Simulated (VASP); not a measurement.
# Cu (P6_3/mmc) in VASP: settings compared, part 2 of 2

VASP 6.6.1. Earlier steps stand in the parts before.

### Step 5. Single point, r2SCAN

The input, POSCAR:

```
Cu
1.0
    2.5305027400      0.0000000000      0.0000000000
   -1.2652513700      2.1914796572      0.0000000000
    0.0000000000      0.0000000000      4.1298555565
Cu
2
Direct
    0.3333333333      0.6666666667      0.2500000000
    0.6666666667      0.3333333333      0.7500000000
```

The input, INCAR.step1:

```
SYSTEM = Cu
PREC     = Accurate       ! precision mode
ENCUT    = 520            ! plane-wave cutoff, eV
ISMEAR   = 0              ! smearing method
SIGMA    = 0.1            ! smearing width, eV
LREAL    = .FALSE.        ! projectors in reciprocal space
LASPH    = .TRUE.         ! aspherical terms in the spheres
NELM     = 100            ! most SCF steps
NBANDS   = 18             ! bands
GGA      = PE             ! functional
ALGO     = Normal         ! electronic algorithm
EDIFF    = 1E-4           ! SCF threshold, eV
LWAVE    = .TRUE.         ! write WAVECAR
LCHARG   = .FALSE.        ! write CHGCAR
```

The input, INCAR.step2:

```
SYSTEM = Cu
PREC     = Accurate       ! precision mode
ENCUT    = 520            ! plane-wave cutoff, eV
EDIFF    = 1E-6           ! SCF threshold, eV
ISMEAR   = 0              ! smearing method
SIGMA    = 0.1            ! smearing width, eV
LREAL    = .FALSE.        ! projectors in reciprocal space
LASPH    = .TRUE.         ! aspherical terms in the spheres
NELM     = 100            ! most SCF steps
ALGO     = Normal         ! electronic algorithm
ISIF     = 2              ! what is computed and relaxed
LWAVE    = .FALSE.        ! write WAVECAR
LCHARG   = .FALSE.        ! write CHGCAR
METAGGA  = R2SCAN         ! meta-GGA
LMIXTAU  = .TRUE.       
NBANDS   = 18             ! bands
ISTART   = 1
```

The input, KPOINTS:

```
Automatic mesh
0
G
  18 18 10
  0 0 0
```

The run is started by

```sh
cat potpaw_PBE.64/Cu/POTCAR > POTCAR
cp INCAR.step1 INCAR
mpirun -np 1 vasp_std > vasp.out
cp INCAR.step2 INCAR
mpirun -np 1 vasp_std > vasp.out
```

Run time: 2.8 min. Hardware: 1 thread of AMD EPYC 9R45 (Zen 5), shared host; peak memory 0.16 GiB.

Results (log left out):

- Free energy: -21.6319 eV
- Pressure: 0.8 GPa
- Band gap on the k mesh: zero (band 11 reaches 12.07 eV, above the bottom of band 12 at 5.68 eV)

Levels at points of the mesh, in eV from the Fermi level:
| k point | band 9 | band 10 | band 11 | band 12 | band 13 | band 14 |
| --- | --- | --- | --- | --- | --- | --- |
| (0.00, 0.00, 0.00) | -2.60 | -1.81 | -1.81 | -1.07 | 4.20 | 22.46 |
| (0.50, 0.00, 0.00) | -1.66 | -1.60 | 0.04 | 1.76 | 8.32 | 8.84 |
| (0.00, 0.00, 0.50) | -2.05 | -2.05 | -2.05 | -2.05 | 13.33 | 13.33 |
| (0.50, 0.00, 0.50) | -1.64 | -1.64 | 0.54 | 0.54 | 5.32 | 5.32 |

Caveat: the PAW data sets were made with another functional, which shifts forces and pressure a little.

### Step 6. Single point, r2SCAN+U

This run uses another cell than the first one, of 11.64 Å³/atom, 1.018 times its volume.

The input, POSCAR:

```
Cu
1.0
    2.5451275091      0.0000000000      0.0000000000
   -1.2725637545      2.2041450787      0.0000000000
    0.0000000000      0.0000000000      4.1506644171
Cu
2
Direct
    0.3333333333      0.6666666667      0.2500000000
    0.6666666667      0.3333333333      0.7500000000
```

The input, INCAR.step1:

```
PREC     = Accurate       # precision mode
ENCUT    = 520            # plane-wave cutoff, eV
ISMEAR   = 0              # smearing method
SIGMA    = 0.1            # smearing width, eV
LREAL    = False          # projectors in reciprocal space
LASPH    = True           # aspherical terms in the spheres
NELM     = 150            # most SCF steps
LMAXMIX  = 4              # l up to which the mixer works
LDAU     = True           # DFT+U
LDAUTYPE = 2            
LDAUL    = 2              # shell
LDAUU    = 5              # U, eV
LDAUJ    = 0            
NBANDS   = 18             # bands
GGA      = PE             # functional
ALGO     = Normal         # electronic algorithm
EDIFF    = 1E-4           # SCF threshold, eV
LWAVE    = True           # write WAVECAR
LCHARG   = False          # write CHGCAR
```

The input, INCAR.step2:

```
PREC     = Accurate       # precision mode
ENCUT    = 520            # plane-wave cutoff, eV
EDIFF    = 1E-7           # SCF threshold, eV
ISMEAR   = 0              # smearing method
SIGMA    = 0.1            # smearing width, eV
LREAL    = False          # projectors in reciprocal space
LASPH    = True           # aspherical terms in the spheres
NELM     = 150            # most SCF steps
ALGO     = Normal         # electronic algorithm
ISIF     = 2              # what is computed and relaxed
LWAVE    = False          # write WAVECAR
LCHARG   = False          # write CHGCAR
LMAXMIX  = 4              # l up to which the mixer works
LDAU     = True           # DFT+U
LDAUTYPE = 2            
LDAUL    = 2              # shell
LDAUU    = 5              # U, eV
LDAUJ    = 0            
LDAUPRINT= 1            
METAGGA  = R2SCAN         # meta-GGA
LMIXTAU  = True         
NBANDS   = 18             # bands
ISTART   = 1
```

The input, KPOINTS:

```
Automatic mesh
0
Gamma
  18 18 10
```

Potentials or basis: VASP PAW PBE potentials, release 64 (Cu).

The run is started by

```sh
cat potpaw_PBE.64/Cu/POTCAR > POTCAR
cp INCAR.step1 INCAR
mpirun -np 1 vasp_std > vasp.out
cp INCAR.step2 INCAR
mpirun -np 1 vasp_std > vasp.out
```

Run time: 4.3 min. Hardware: 1 thread of Intel Xeon 6975P-C, shared host; peak memory 0.2 GiB.

The run converged. Its results:

| Quantity | Value |
| --- | --- |
| Free energy | -18.4016 eV |
| Pressure | -3.6 GPa |
| Band gap on the k mesh | zero (band 11 reaches 11.66 eV, above the bottom of band 12 at 4.08 eV) |

Stress tensor (GPa, compression positive):
```
-3.71  0.00  0.00
 0.00 -3.71  0.00
 0.00  0.00 -3.43
```

Levels at points of the mesh, in eV from the Fermi level:
```
           k point  band 7  band 8  band 9  band 10  band 11  band 12  band 13  band 14  band 15  band 16
(0.00, 0.00, 0.00)   -3.84   -3.57   -3.57    -2.79    -2.79    -0.46     4.16    22.54    23.23    23.23
(0.50, 0.00, 0.00)   -3.59   -2.67   -2.64    -2.57     0.03     1.76     8.54     9.15    10.97    11.88
(0.00, 0.00, 0.50)   -4.11   -4.11   -3.02    -3.02    -3.02    -3.02    13.28    13.28    23.43    23.43
(0.50, 0.00, 0.50)   -2.83   -2.83   -2.61    -2.61     0.99     0.99     5.29     5.29    17.38    17.38
```

Eigenvalues of the final occupation matrices:
```tsv
site	spin	trace	eigenvalues
site 1 d	1	4.70	0.94 0.94 0.94 0.94 0.94
site 1 d	2	4.70	0.94 0.94 0.94 0.94 0.94
site 2 d	1	4.70	0.94 0.94 0.94 0.94 0.94
site 2 d	2	4.70	0.94 0.94 0.94 0.94 0.94
```

Caveat: the PAW data sets were made with another functional, which shifts forces and pressure a little; U without spin polarisation on a metal has little footing; the U is typed as a test and isn't derived for this compound.

### Step 7. Summary

| level | U | cell | k mesh | gap on the mesh (eV) | pressure (GPa) |
| --- | --- | --- | --- | --- | --- |
| r2SCAN | - | a = 2.534, b = 2.534, c = 4.113 Å, angles 90.0, 90.0, 120.0°, 2 atoms | 12 × 12 × 4 | none | 0.9 |
| r2SCAN | - | a = 2.531, b = 2.531, c = 4.130 Å, angles 90.0, 90.0, 120.0°, 2 atoms | 18 × 18 × 10 | none | 0.8 |
| r2SCAN+U | Cu d U = 5.0 eV | a = 2.545, b = 2.545, c = 4.151 Å, angles 90.0, 90.0, 120.0°, 2 atoms | 18 × 18 × 10 | none | -3.6 |

Alike in all rows: task single point; potentials or basis VASP PAW PBE potentials, release 64 (Cu); no spin polarisation; cutoff (eV) 520; smearing gaussian 0.1 eV.

Caveats: some runs use coarse meshes; the PAW data sets were made with another functional, which shifts forces and pressure a little; U without spin polarisation on a metal has little footing (some runs); the U is typed as a test and isn't derived for this compound (some runs).

Absolute energies hang on the potentials; compare differences alone.
